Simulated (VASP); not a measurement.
# SiMo5 in VASP: single point with LDA

Aim: the single point of SiMo5 with LDA.

Program: VASP 6.6.1. These are calculated values, not measurements. Logs are shortened: lines on timing, memory, paths and dates and some standing lists are left out, and cuts for length are marked.

### 1 The cell of the first run

The cell holds a slab with vacuum, 6 atoms: a = 3.111 Å, b = 3.111 Å, c = 25.223 Å, α = 90.00°, β = 90.00°, γ = 90.00°.

### 2 Single point, LDA

Input file INCAR:

```
  PREC = Accurate
  ENCUT = 520
  EDIFF = 1E-6
  ISMEAR = 0
  SIGMA = 0.1
  LREAL = False
  LASPH = True
  NELM = 100
  ALGO = Normal
  ISIF = 2
  LWAVE = False
  LCHARG = False
  LDIPOL = True
  IDIPOL = 3
  DIPOL = 0.5 0.5 0.492
  NBANDS = 46
```

Input file KPOINTS:

```
regular mesh
0
Gamma
  9 9 1
```

Input file POSCAR:

```
SiMo5
1.0
    3.1113246204      0.0000000000      0.0000000000
    0.0000000000      3.1113246204      0.0000000000
    0.0000000000      0.0000000000     25.2226492409
Mo Si
5 1
Direct
    0.5000000000      0.5000000000      0.3369986998
    0.0000000000      0.0000000000      0.3986758970
    0.5000000000      0.5000000000      0.4588820971
    0.0000000000      0.0000000000      0.5222157907
    0.5000000000      0.5000000000      0.5803904627
    0.0000000000      0.5000000000      0.6577128469
```

Potentials or basis: VASP PAW LDA potentials, release 64 (Mo_sv, Si).

Run with:

```
$ cat potpaw_LDA.64/Mo_sv/POTCAR potpaw_LDA.64/Si/POTCAR > POTCAR
$ mpirun -np 1 vasp_std > vasp.out
```

OUTCAR:

```text
PREC = Accurate
   ENCUT = 520
   EDIFF = 1E-6
   ISMEAR = 0
   LREAL = False
   LASPH = True
   NELM = 100
   ISIF = 2

 ion  position               nearest neighbor table
   1  0.500  0.500  0.337-   2 2.69   2 2.69   2 2.69   2 2.69   3 3.07
   2  0.000  0.000  0.399-   3 2.67   3 2.67   3 2.67   3 2.67   1 2.69   1 2.69   1 2.69   1 2.69
                             4 3.12
   3  0.500  0.500  0.459-   2 2.67   2 2.67   2 2.67   2 2.67   4 2.72   4 2.72   4 2.72   4 2.72
                             5 3.06   1 3.07
   4  0.000  0.000  0.522-   5 2.64   5 2.64   5 2.64   5 2.64   3 2.72   3 2.72   3 2.72   3 2.72
                             2 3.12
   5  0.500  0.500  0.580-   6 2.49   6 2.49   4 2.64   4 2.64   4 2.64   4 2.64   3 3.06
   6  0.000  0.500  0.658-   5 2.49   5 2.49

  LATTYP: Found a simple tetragonal cell.
 ALAT       =     3.1113246204
 C/A-ratio  =     8.1067237650

  Lattice vectors:

 A1 = (   3.1113246204,   0.0000000000,   0.0000000000)
 A2 = (   0.0000000000,   3.1113246204,   0.0000000000)
 A3 = (   0.0000000000,   0.0000000000,  25.2226492409)

Analysis of symmetry for initial positions (statically):
=====================================================================
 Subroutine PRICEL returns:
 Original cell was already a primitive cell.

 Routine SETGRP: Setting up the symmetry group for a
 simple tetragonal supercell.

 Subroutine GETGRP returns: Found  4 space group operations
 (whereof  4 operations were pure point group operations)
 out of a pool of 16 trial point group operations.

The static configuration has the point symmetry C_2v.

Analysis of symmetry for dynamics (positions and initial velocities):
=====================================================================
 Subroutine PRICEL returns:
 Original cell was already a primitive cell.

 Routine SETGRP: Setting up the symmetry group for a
 simple tetragonal supercell.

 Subroutine GETGRP returns: Found  4 space group operations
 (whereof  4 operations were pure point group operations)
 out of a pool of 16 trial point group operations.

The dynamic configuration has the point symmetry C_2v.

 Subroutine INISYM returns: Found  4 space group operations
 (whereof  4 operations are pure point group operations),
 and found     1 'primitive' translations

----------------------------------------------------------------------------------------

                                     Primitive cell

  volume of cell :     244.1638

  direct lattice vectors                    reciprocal lattice vectors
     3.111324620  0.000000000  0.000000000     0.321406514  0.000000000  0.000000000
[... 108 lines left out ...]
   ISMEAR =     0;   SIGMA  =   0.10  broadening in eV -4-tet -1-fermi 0-gaus
   EFERMI_NEDOS =   21; number of points for ismear=-14 and -15
   IALGO  =     38    algorithm
   IMIX   =      4    mixing-type and parameters
     AMIX     =   0.40;   BMIX     =  1.00
     AMIX_MAG =   1.60;   BMIX_MAG =  1.00
  volume/ion in A,a.u.               =      40.69       274.62
  Fermi-wavevector in a.u.,A,eV,Ry     =   1.099660  2.078055 16.452863  1.209251
  Thomas-Fermi vector in A             =   2.236058
   LORBIT       =      0    0 simple, 1 ext, 2 COOP (PROOUT), +10 PAW based schemes
   GGA     = CA    functional components
   LHFCALC =     F    Hartree Fock is set to
   AEXX    =    0.0000 exact exchange contribution
   IVDW    =     0    specifies the selected vdW correction
   LEPSILON=     F    determine dielectric tensor
   LRPA    =     F    only Hartree local field effects (RPA)
 non-spin polarized calculation
 Gauss-broadening in eV      SIGMA  =   0.10
  energy-cutoff  :      520.00
  volume of cell :      244.16
 maximum number of plane-waves:      6618
   NGX = 11   NGY = 11   NGZ = 93

 dipolmoment           0.000000      0.000000     -0.044451 electrons x Angstroem

 number of electron      73.9999989 magnetization

 dipolmoment           0.000000      0.000000      0.045382 electrons x Angstroem

 Free energy of the ion-electron system (eV)
  ---------------------------------------------------
  ext. energy  EPLUGINS =         0.00000000
  ---------------------------------------------------
  free energy    TOTEN  =       -62.24554768 eV

  energy without entropy =      -62.21095377  energy(sigma->0) =      -62.22825072

 E-fermi :   1.5989     XC(G=0):  -5.9752

 val. band max:        1.5963719680   @ k =   0.1111   0.1111   0.0000
 cond. band min:       1.6060036279   @ k =  -0.2222   0.3333   0.0000
 fundamental gap:      0.0096316599
 Fermi energy:         1.5988743571

 k-point     1 :       0.0000    0.0000    0.0000
  band No.  band energies     occupation
      1     -59.2424      2.00000
      2     -58.9840      2.00000
      3     -58.8541      2.00000
      4     -58.7293      2.00000
      5     -58.4364      2.00000
      6     -33.7048      2.00000
[... 1165 lines left out ...]
     45       4.1127      0.00000
     46       4.3023      0.00000

 [... further k-points ...]

------------------------ aborting loop because EDIFF is reached ----------------------------------------

 vacuum level on the upper side and lower side of the slab       (xc-potential included)         0.221        -0.603

  FORCE on cell =-STRESS in cart. coord.  units (eV):
  Direction    XX          YY          ZZ          XY          YZ          ZX
  --------------------------------------------------------------------------------------
  -------------------------------------------------------------------------------------
  Total       -6.2748484     -7.6724049     -1.5057846      0.0000000      0.0000000      0.0000000
  in kB      -41.1748921    -50.3455102     -9.8807993      0.0000000      0.0000000      0.0000000
  external PRESSURE =     -33.8004005 kB  Pullay stress =       0.0000000 kB

 VOLUME and BASIS-vectors are now :
 -----------------------------------------------------------------------------
  energy-cutoff  :      520.00
  volume of cell :      244.16
      direct lattice vectors                 reciprocal lattice vectors
     3.111324620  0.000000000  0.000000000     0.321406514  0.000000000  0.000000000
     0.000000000  3.111324620  0.000000000     0.000000000  0.321406514  0.000000000
     0.000000000  0.000000000 25.222649241     0.000000000  0.000000000  0.039646906

 POSITION                                       TOTAL-FORCE (eV/Angst)
 -----------------------------------------------------------------------------------
      1.55566      1.55566      8.50000         0.000000      0.000000      1.208847
      0.00000      0.00000     10.05566         0.000000      0.000000     -1.288382
      1.55566      1.55566     11.57422         0.000000      0.000000      0.010645
      0.00000      0.00000     13.17167         0.000000      0.000000     -0.007198
      1.55566      1.55566     14.63899         0.000000      0.000000      0.038747
      0.00000      1.55566     16.58926         0.000000      0.000000      0.037340
 -----------------------------------------------------------------------------------
    total drift:                                0.000000      0.000000     -0.000208

  FREE ENERGIE OF THE ION-ELECTRON SYSTEM (eV)
  ---------------------------------------------------
  free  energy   TOTEN  =       -62.2455476787 eV

  energy  without entropy=      -62.2109537703  energy(sigma->0) =      -62.22825072

 vacuum level on the upper side and lower side of the slab         6.652         5.816
```

OSZICAR:

```text
N       E                     dE             d eps       ncg     rms          rms(c)
DAV:   1     0.822784552144E+03    0.82278E+03   -0.45298E+04  2892   0.145E+03
DAV:   2    -0.366210445600E+02   -0.85941E+03   -0.84092E+03  2550   0.453E+02
DAV:   3    -0.663005835164E+02   -0.29680E+02   -0.28624E+02  3012   0.765E+01
[... 26 lines left out ...]
DAV:  30    -0.622455325810E+02   -0.10957E-04   -0.28017E-06  1954   0.903E-03    0.423E-03
DAV:  31    -0.622455380666E+02   -0.54856E-05   -0.63447E-07  1712   0.300E-03    0.323E-03
DAV:  32    -0.622455442290E+02   -0.61624E-05   -0.11382E-06  1706   0.423E-03    0.273E-03
DAV:  33    -0.622455466874E+02   -0.24584E-05   -0.24210E-07  1530   0.148E-03    0.177E-03
DAV:  34    -0.622455476787E+02   -0.99138E-06   -0.85507E-08  1390   0.105E-03
   1 F= -.62245548E+02 E0= -.62228251E+02  d E =-.345939E-01
```

stdout:

```text
POSCAR found type information on POSCAR MoSi
 POSCAR found :  2 types and       6 ions
 scaLAPACK will be used
 LDA part: xc-table for (Slater(with rela. corr.)+CA(PZ))
 , standard interpolation
 POSCAR, INCAR and KPOINTS ok, starting setup
 FFT: planning ... GRIDC
 FFT: planning ... GRID_SOFT
 FFT: planning ... GRID
 WAVECAR not read
 entering main loop
```

Wall time 11 min (1 thread of Intel Xeon 8259CL, shared host); peak memory 0.4 GiB.

What came out:

| Item | Value |
| --- | --- |
| Free energy | -62.2455 eV |
| Largest force | 1.288 eV/Å |
| Band gap on the k mesh | zero (bands 37 and 38 overlap by 1.17 eV) |

Forces in eV/Å, atoms in the order of the input:
```
Mo   0.000  0.000  1.209
Mo   0.000  0.000 -1.288
Mo   0.000  0.000  0.011
Mo   0.000  0.000 -0.007
Mo   0.000  0.000  0.039
Si   0.000  0.000  0.037
```
